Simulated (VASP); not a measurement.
Mg, 1 atom in the cell. It takes space group P6/mmm (No. 191, hexagonal). The conventional cell has a = 3.077 Å, b = 3.077 Å, c = 3.098 Å, α = 90.00°, β = 90.00°, γ = 120.00°. Mg (site symmetry 6/mmm) has 8 Mg at 3.08 to 3.10 Å within 4.1 Å. This isn't the form of Mg at room conditions, which is hcp.

| Property | Result |
| --- | --- |
| Program | VASP 6.6.1 |
| Task | single point |
| Functional | PBE |
| Potentials or basis | VASP PAW PBE potentials, release 64 (Mg) |
| Cutoff | 600 eV |
| k mesh | 6 × 6 × 6 |
| Occupations | gaussian, width 0.02 eV |
| Spin | no spin polarisation |
| Dipole correction | no |
| Further INCAR settings | ALGO = Normal; EDIFF = 1e-06; NBANDS = 7 |

Potentials or basis: VASP PAW PBE potentials, release 64 (Mg).

Run with:

```bash
$ cat potpaw_PBE.64/Mg/POTCAR > POTCAR
$ mpirun -np 1 vasp_std > vasp.out
```

Hardware: 1 thread of Intel Xeon 8259CL, on a shared host.

Estimate the wall time of this run.

It took 7.8 s on 1 thread of Intel Xeon 8259CL, on a shared host, peak memory 0.15 GiB. Counts: scf iterations 9, k points 28.
